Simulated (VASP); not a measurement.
# C7O in VASP: a series of runs

The runs below take C7O through single point, with PBE+D3(BJ).

All numbers are computed with VASP 6.6.1; they aren't measurements. Logs are shortened: lines on timing, memory, paths and dates and some standing lists are left out, and cuts for length are marked.

### 1 The cell of the first run

The cell holds a slab with vacuum, 8 atoms: a = 2.465 Å, b = 2.465 Å, c = 26.849 Å, α = 90.00°, β = 90.00°, γ = 120.00°.

### 2 Single point, PBE+D3(BJ)

The input, INCAR:

```
SYSTEM = C7O
  ALGO = Normal
  DIPOL = 0.5 0.5 0.511
  EDIFF = 1E-6
  ENCUT = 520
  GGA = PE
  IDIPOL = 3
  ISIF = 2
  ISMEAR = 0
  IVDW = 12
  LASPH = .True.
  LCHARG = .False.
  LDIPOL = .True.
  LREAL = .False.
  LWAVE = .False.
  NBANDS = 27
  NELM = 80
  PREC = Accurate
  SIGMA = 0.05
```

The input, KPOINTS:

```
k-points
0
Gamma
  12 12 1
  0 0 0
```

The input, POSCAR:

```
C7O
1.0
    2.4650495083      0.0000000000      0.0000000000
   -1.2325247541      2.1347954958      0.0000000000
    0.0000000000      0.0000000000     26.8487123425
C O
7 1
Direct
    0.6666666667      0.3333333333      0.3165887396
    0.3333333333      0.6666666667      0.3166487054
    0.3333333333      0.6666666667      0.4419764383
    0.0000000000      0.0000000000      0.4420287312
    0.0000000000      0.0000000000      0.5677345438
    0.6666666667      0.3333333333      0.5677624312
    0.6666666667      0.3333333333      0.6950204580
    0.6666666667      0.3333333333      0.7372565669
```

Potentials or basis: VASP PAW PBE potentials, release 64 (C, O).

Command:

```bash
> cat potpaw_PBE.64/C/POTCAR potpaw_PBE.64/O/POTCAR > POTCAR
> mpirun -np 1 vasp_std > vasp.out
```

OUTCAR:

```text
SYSTEM = C7O
   EDIFF = 1E-6
   ENCUT = 520
   GGA = PE
   ISIF = 2
   ISMEAR = 0
   IVDW = 12
   LASPH = .True.
   LREAL = .False.
   NELM = 80
   PREC = Accurate
 IVDW          = 12

 ion  position               nearest neighbor table
   1  0.667  0.333  0.317-   2 1.42   2 1.42   2 1.42
   2  0.333  0.667  0.317-   1 1.42   1 1.42   1 1.42
   3  0.333  0.667  0.442-   4 1.42   4 1.42   4 1.42
   4  0.000  0.000  0.442-   3 1.42   3 1.42   3 1.42
   5  0.000  0.000  0.568-   6 1.42   6 1.42   6 1.42
   6  0.667  0.333  0.568-   5 1.42   5 1.42   5 1.42
   7  0.667  0.333  0.695-   8 1.13
   8  0.667  0.333  0.737-   7 1.13

  LATTYP: Found a hexagonal cell.
 ALAT       =     2.4650495083
 C/A-ratio  =    10.8917537973

  Lattice vectors:

 A1 = (   2.4650495083,   0.0000000000,   0.0000000000)
 A2 = (  -1.2325247541,   2.1347954958,   0.0000000000)
 A3 = (   0.0000000000,   0.0000000000,  26.8487123425)

Analysis of symmetry for initial positions (statically):
=====================================================================
 Subroutine PRICEL returns:
 Original cell was already a primitive cell.

 Routine SETGRP: Setting up the symmetry group for a
 hexagonal supercell.

 Subroutine GETGRP returns: Found  6 space group operations
 (whereof  6 operations were pure point group operations)
 out of a pool of 24 trial point group operations.

The static configuration has the point symmetry C_3v.

Analysis of symmetry for dynamics (positions and initial velocities):
=====================================================================
 Subroutine PRICEL returns:
 Original cell was already a primitive cell.

 Routine SETGRP: Setting up the symmetry group for a
 hexagonal supercell.

 Subroutine GETGRP returns: Found  6 space group operations
 (whereof  6 operations were pure point group operations)
 out of a pool of 24 trial point group operations.

The dynamic configuration has the point symmetry C_3v.

 Subroutine INISYM returns: Found  6 space group operations
 (whereof  6 operations are pure point group operations),
 and found     1 'primitive' translations

----------------------------------------------------------------------------------------

                                     Primitive cell

  volume of cell :     141.2880

  direct lattice vectors                    reciprocal lattice vectors
     2.465049508  0.000000000  0.000000000     0.405671365  0.234214472  0.000000000
    -1.232524754  2.134795496  0.000000000     0.000000000  0.468428944  0.000000000
     0.000000000  0.000000000 26.848712343     0.000000000  0.000000000  0.037245734

  length of vectors
     2.465049508  2.465049508 26.848712343     0.468428944  0.468428944  0.037245734

  position of ions in fractional coordinates (direct lattice)
     0.666666667  0.333333333  0.316588740
     0.333333333  0.666666667  0.316648705
     0.333333333  0.666666667  0.441976438
     0.000000000  0.000000000  0.442028731
     0.000000000  0.000000000  0.567734544
     0.666666667  0.333333333  0.567762431
     0.666666667  0.333333333  0.695020458
     0.666666667  0.333333333  0.737256567

  ion indices of the primitive-cell ions
   primitive index   ion index
                 1           1
                 2           2
                 3           3
                 4           4
                 5           5
                 6           6
                 7           7
                 8           8

----------------------------------------------------------------------------------------

 KPOINTS: k-points

Automatic generation of k-mesh.
 Grid dimensions read from file:
 generate k-points for:   12   12    1

 Generating k-lattice:

  Cartesian coordinates                     Fractional coordinates (reciprocal lattice)
     0.033805947  0.019517873  0.000000000     0.083333333  0.000000000  0.000000000
     0.000000000  0.039035745  0.000000000     0.000000000  0.083333333  0.000000000
     0.000000000  0.000000000  0.037245734     0.000000000  0.000000000  1.000000000

  Length of vectors
     0.039035745  0.039035745  0.037245734

  Shift w.r.t. Gamma in fractional coordinates (k-lattice)
     0.000000000  0.000000000  0.000000000

 Subroutine IBZKPT returns following result:
 ===========================================

 Found     19 irreducible k-points:

 Following reciprocal coordinates:
            Coordinates               Weight
  0.000000  0.000000  0.000000      1.000000
  0.083333  0.000000  0.000000      6.000000
  0.166667  0.000000  0.000000      6.000000
  0.250000  0.000000  0.000000      6.000000
  0.333333  0.000000  0.000000      6.000000
  0.416667  0.000000  0.000000      6.000000
[... 11 lines left out ...]
  0.333333  0.250000  0.000000     12.000000
  0.333333  0.333333  0.000000      2.000000
   k-points           NKPTS =     19   k-points in BZ     NKDIM =     19   number of bands    NBANDS=     27
   number of dos      NEDOS =    301   number of ions     NIONS =      8
   total plane-waves  NPLWV =  64800
   dimension x,y,z NGX =    18 NGY =   18 NGZ =  200
   dimension x,y,z NGXF=    36 NGYF=   36 NGZF=  400
   ions per type =               7   1
   NGX,Y,Z   is equivalent  to a cutoff of  12.14, 12.14, 12.38 a.u.
   NGXF,Y,Z  is equivalent  to a cutoff of  24.28, 24.28, 24.77 a.u.
 SYSTEM =  C7O
   PREC   = accura    normal or accurate (medium, high low for compatibility)
   ISTART =      0    job   : 0-new  1-cont  2-samecut
   ICHARG =      2    charge: 1-file 2-atom 10-const
   ISPIN  =      1    spin polarized calculation?
   LNONCOLLINEAR =      F non collinear calculations
   LSORBIT =      F    spin-orbit coupling
   LASPH  =      T    aspherical Exc in radial PAW
   ENCUT  =  520.0 eV  38.22 Ry    6.18 a.u.   4.58  4.58 49.92*2*pi/ulx,y,z
   NELM   =     80;   NELMIN=  2; NELMDL= -5     # of ELM steps
   EDIFF  = 0.1E-05   stopping-criterion for ELM
   LREAL  =      F    real-space projection
   EDIFFG = 0.1E-04   stopping-criterion for IOM
   NSW    =      0    number of steps for IOM
   IBRION =     -1    ionic relax: 0-MD 1-quasi-New 2-CG
   NFREE  =      0    steps in history (QN), initial steepest desc. (CG)
   ISIF   =      2    stress and relaxation
   ISYM   =      2    0-nonsym 1-usesym 2-fastsym
   POTIM  = 0.5000    time-step for ionic-motion
   TEBEG  =    0.0;   TEEND  =   0.0 temperature during run
   PSTRESS=    0.0 pullay stress
   NELECT =      34.0000    total number of electrons
   NUPDOWN=      -1.0000    fix difference up-down
   EMIN   =  10.00;   EMAX   =-10.00  energy-range for DOS
   EFERMI =   0.00;   METHOD = LEGACY
   ISMEAR =     0;   SIGMA  =   0.05  broadening in eV -4-tet -1-fermi 0-gaus
   EFERMI_NEDOS =   21; number of points for ismear=-14 and -15
   IALGO  =     38    algorithm
   IMIX   =      4    mixing-type and parameters
     AMIX     =   0.40;   BMIX     =  1.00
     AMIX_MAG =   1.60;   BMIX_MAG =  1.00
  volume/ion in A,a.u.               =      17.66       119.18
  Fermi-wavevector in a.u.,A,eV,Ry     =   1.018277  1.924265 14.107723  1.036888
  Thomas-Fermi vector in A             =   2.151726
   LORBIT       =      0    0 simple, 1 ext, 2 COOP (PROOUT), +10 PAW based schemes
   GGA     = PE    functional components
   LHFCALC =     F    Hartree Fock is set to
   AEXX    =    0.0000 exact exchange contribution
   IVDW    =    12    specifies the selected vdW correction
   LEPSILON=     F    determine dielectric tensor
   LRPA    =     F    only Hartree local field effects (RPA)
 non-spin polarized calculation
 Gauss-broadening in eV      SIGMA  =   0.05
  energy-cutoff  :      520.00
  volume of cell :      141.29
 maximum number of plane-waves:      3848
   NGX =  9   NGY =  9   NGZ = 99

 dipolmoment           0.000000      0.000000     -0.025661 electrons x Angstroem

 number of electron      33.9999996 magnetization

 dipolmoment           0.000000      0.000000      0.047526 electrons x Angstroem

 Free energy of the ion-electron system (eV)
  ---------------------------------------------------
  ext. energy  EPLUGINS =         0.00000000
  ---------------------------------------------------
  free energy    TOTEN  =       -68.74519057 eV

  energy without entropy =      -68.74404030  energy(sigma->0) =      -68.74461544

 E-fermi :  -0.4307     XC(G=0):  -5.6731

 val. band max:       -0.4471354280   @ k =   0.5000   0.0000   0.0000
 cond. band min:      -0.4057650779   @ k =   0.3333   0.3333   0.0000
 fundamental gap:      0.0413703500
 Fermi energy:        -0.4307387581

 k-point     1 :       0.0000    0.0000    0.0000
  band No.  band energies     occupation
      1     -25.5901      2.00000
      2     -19.9510      2.00000
      3     -19.7481      2.00000
      4     -19.4544      2.00000
      5     -10.8561      2.00000
      6      -8.5066      2.00000
[... 19 lines left out ...]
     26       7.9246      0.00000
     27       7.9311      0.00000

 k-point     2 :       0.0833    0.0000    0.0000
  band No.  band energies     occupation
      1     -25.5052      2.00000
      2     -19.7862      2.00000
      3     -19.5840      2.00000
      4     -19.2906      2.00000
      5     -10.7312      2.00000
      6      -8.3080      2.00000
[... 19 lines left out ...]
     26       7.9845      0.00000
     27       8.1459      0.00000

 k-point     3 :       0.1667    0.0000    0.0000
  band No.  band energies     occupation
      1     -25.2647      2.00000
      2     -19.2938      2.00000
      3     -19.0937      2.00000
      4     -18.8010      2.00000
      5     -10.3730      2.00000
      6      -7.7216      2.00000
[... 444 lines left out ...]
      1     -23.9761      2.00000
      2     -14.2223      2.00000
      3     -14.0430      2.00000
      4     -13.7574      2.00000
      5     -12.3530      2.00000
      6     -12.1816      2.00000
[... 19 lines left out ...]
     26      11.3344      0.00000
     27      11.7104      0.00000

 k-point    19 :       0.3333    0.3333    0.0000
  band No.  band energies     occupation
      1     -23.9197      2.00000
      2     -13.0042      2.00000
      3     -12.9934      2.00000
      4     -12.8358      2.00000
      5     -12.8175      2.00000
      6     -12.5474      2.00000
[... 19 lines left out ...]
     26      12.4290      0.00000
     27      12.5249      0.00000

------------------------ aborting loop because EDIFF is reached ----------------------------------------

 vacuum level on the upper side and lower side of the slab       (xc-potential included)         0.649        -0.873

 Edisp (eV)   -1.06627

 E8    (eV) :    -0.3062

  FORCE on cell =-STRESS in cart. coord.  units (eV):
  Direction    XX          YY          ZZ          XY          YZ          ZX
  --------------------------------------------------------------------------------------
  -------------------------------------------------------------------------------------
  Total       5.08221     5.08221     1.02837     0.00000     0.00000    -0.00000
  in kB      57.63125    57.63125    11.66153     0.00000     0.00000    -0.00000
  external pressure =       42.31 kB  Pullay stress =        0.00 kB

 VOLUME and BASIS-vectors are now :
 -----------------------------------------------------------------------------
  energy-cutoff  :      520.00
  volume of cell :      141.29
      direct lattice vectors                 reciprocal lattice vectors
     2.465049508  0.000000000  0.000000000     0.405671365  0.234214472  0.000000000
    -1.232524754  2.134795496  0.000000000     0.000000000  0.468428944  0.000000000
     0.000000000  0.000000000 26.848712343     0.000000000  0.000000000  0.037245734

 POSITION                                       TOTAL-FORCE (eV/Angst)
 -----------------------------------------------------------------------------------
      1.23252      0.71160      8.50000        -0.000000     -0.000000      0.011474
     -0.00000      1.42320      8.50161        -0.000000      0.000000     -0.013114
     -0.00000      1.42320     11.86650         0.000000     -0.000000      0.000225
      0.00000      0.00000     11.86790        -0.000000     -0.000000      0.000325
      0.00000      0.00000     15.24294        -0.000000      0.000000      0.006387
      1.23252      0.71160     15.24369         0.000000      0.000000     -0.004914
      1.23252      0.71160     18.66040         0.000000     -0.000000     -0.970069
      1.23252      0.71160     19.79439         0.000000     -0.000000      0.969686
 -----------------------------------------------------------------------------------
    total drift:                                0.000000      0.000001     -0.001605

  FREE ENERGIE OF THE ION-ELECTRON SYSTEM (eV)
  ---------------------------------------------------
  free  energy   TOTEN  =       -69.8114581509 eV

  energy  without entropy=      -69.8103078768  energy(sigma->0) =      -69.81088301

 vacuum level on the upper side and lower side of the slab         5.436         3.858
```

Wall time 2.6 min (1 thread of Intel Xeon Platinum 8259CL at 2.50GHz (Skylake/Cascade Lake), shared host); peak memory 0.26 GiB.

What came out:

- Free energy: -69.8115 eV
- Largest force: 0.970 eV/Å
- Band gap on the k mesh: zero (bands 17 and 18 overlap by 0.04 eV)
- Dispersion energy per atom: -0.133 eV

Forces on the atoms (eV/Å):
```
C    0.000  0.000  0.011
C    0.000  0.000 -0.013
C    0.000  0.000  0.000
C    0.000  0.000  0.000
C    0.000  0.000  0.006
C    0.000  0.000 -0.005
C    0.000  0.000 -0.970
O    0.000  0.000  0.970
```

Levels at points of the mesh, in eV from the Fermi level:
```
           k point  band 14  band 15  band 16  band 17  band 18  band 19  band 20  band 21
(0.00, 0.00, 0.00)    -2.84    -2.84    -2.56    -2.56     3.62     4.95     5.45     5.72
(0.50, 0.00, 0.00)    -2.96    -2.47    -2.16    -1.75    -0.02     1.62     1.98     2.31
```

### 3 Single point, PBE+D3(BJ)

The input, INCAR:

```
PREC = Accurate ; ENCUT = 520
EDIFF = 1E-6 ; ISMEAR = 0
SIGMA = 0.05 ; LREAL = False
LASPH = True ; NELM = 80
ALGO = Normal ; ISIF = 2
LWAVE = False ; LCHARG = False
LDIPOL = True ; IDIPOL = 3
DIPOL = 0.5 0.5 0.508 ; GGA = PE
IVDW = 12 ; NBANDS = 27
```

The input, KPOINTS:

```
regular mesh
0
Gamma
  12 12 1
```

The input, POSCAR:

```
C7O
1.0
    2.4650495083      0.0000000000      0.0000000000
   -1.2325247541      2.1347954958      0.0000000000
    0.0000000000      0.0000000000     26.8487123425
C O
7 1
Direct
    0.6666666667      0.3333333333      0.3165887396
    0.3333333333      0.6666666667      0.3166487054
    0.3333333333      0.6666666667      0.4420195207
    0.0000000000      0.0000000000      0.4420732923
    0.0000000000      0.0000000000      0.5674361562
    0.6666666667      0.3333333333      0.5674680403
    0.3333333333      0.6666666667      0.6853138388
    0.3333333333      0.6666666667      0.7275447534
```

Potentials or basis: VASP PAW PBE potentials, release 64 (C, O).

Command:

```bash
> cat potpaw_PBE.64/C/POTCAR potpaw_PBE.64/O/POTCAR > POTCAR
> mpirun -np 1 vasp_std > vasp.out
```

Run time: 2.5 min. Hardware: 1 thread of Intel Xeon Platinum 8259CL at 2.50GHz (Skylake/Cascade Lake), shared host; peak memory 0.26 GiB.

Results (log left out):

```
Free energy                : -69.8321 eV
Largest force              : 0.988 eV/Å
Band gap on the k mesh     : zero (bands 17 and 18 overlap by 0.03 eV)
Dispersion energy per atom : -0.136 eV
```

Forces in eV/Å, atoms in the order of the input:
```
C    0.000  0.000  0.012
C    0.000  0.000 -0.013
C    0.000  0.000 -0.001
C    0.000  0.000  0.000
C    0.000  0.000  0.007
C    0.000  0.000 -0.002
C    0.000  0.000 -0.988
O    0.000  0.000  0.985
```

Levels at points of the mesh, in eV from the Fermi level:
| k point | band 15 | band 16 | band 17 | band 18 | band 19 | band 20 |
| --- | --- | --- | --- | --- | --- | --- |
| (0.00, 0.00, 0.00) | -2.83 | -2.59 | -2.59 | 3.63 | 4.92 | 5.49 |
| (0.50, 0.00, 0.00) | -2.48 | -2.18 | -1.85 | -0.01 | 1.62 | 1.98 |

### 4 Single point, PBE+D3(BJ)

The input, INCAR:

```
SYSTEM = C7O
  ALGO = Normal
  DIPOL = 0.5 0.5 0.511
  EDIFF = 1E-7
  ENCUT = 520
  GGA = PE
  IDIPOL = 3
  ISIF = 2
  ISMEAR = 0
  ISYM = 0
  IVDW = 12
  LASPH = .True.
  LCHARG = .False.
  LDIPOL = .True.
  LREAL = .False.
  LWAVE = .False.
  NBANDS = 27
  NELM = 60
  PREC = Accurate
  SIGMA = 0.05
```

The input, KPOINTS:

```
k-points
0
Gamma
  12 12 1
  0 0 0
```

The input, POSCAR:

```
C7O
1.0
    2.4650495083      0.0000000000      0.0000000000
   -1.2325247541      2.1347954958      0.0000000000
    0.0000000000      0.0000000000     26.8487123425
C O
7 1
Direct
    0.6666666667      0.3333333333      0.3165887396
    0.3333333333      0.6666666667      0.3166487054
    0.3333333333      0.6666666667      0.4419764383
    0.0000000000      0.0000000000      0.4420287312
    0.0000000000      0.0000000000      0.5677345438
    0.6666666667      0.3333333333      0.5677624312
    0.6666666667      0.3333333333      0.6950204580
    0.6666666667      0.3333333333      0.7372565669
```

Command:

```bash
> cat potpaw_PBE.64/C/POTCAR potpaw_PBE.64/O/POTCAR > POTCAR
> mpirun -np 1 vasp_std > vasp.out
```

Wall time 10 min (1 thread of Intel Xeon Platinum 8259CL at 2.50GHz (Skylake/Cascade Lake), shared host); peak memory 0.37 GiB.

The run converged. Its results:

- Free energy: -69.8115 eV
- Largest force: 0.970 eV/Å
- Band gap on the k mesh: zero (bands 17 and 18 overlap by 0.04 eV)
- Dispersion energy per atom: -0.133 eV

Forces on the atoms (eV/Å):
```
C    0.000  0.000  0.011
C    0.000  0.000 -0.013
C    0.000  0.000  0.000
C    0.000  0.000  0.000
C    0.000  0.000  0.006
C    0.000  0.000 -0.005
C    0.000  0.000 -0.970
O    0.000  0.000  0.970
```

Levels at points of the mesh, in eV from the Fermi level:
```tsv
k point	band 13	band 14	band 15	band 16	band 17	band 18	band 19	band 20	band 21	band 22
(0.00, 0.00, 0.00)	-3.00	-2.84	-2.84	-2.56	-2.56	3.62	4.95	5.46	5.73	6.77
(0.50, 0.00, 0.00)	-4.96	-2.96	-2.47	-2.16	-1.75	-0.02	1.62	1.98	2.31	5.64
(0.00, 0.50, 0.00)	-4.96	-2.96	-2.47	-2.16	-1.75	-0.02	1.62	1.98	2.31	5.64
(0.50, 0.50, 0.00)	-4.96	-2.96	-2.47	-2.16	-1.75	-0.02	1.62	1.98	2.31	5.64
```

The gap in the log of VASP goes by the Fermi energy; the results here count the filled bands.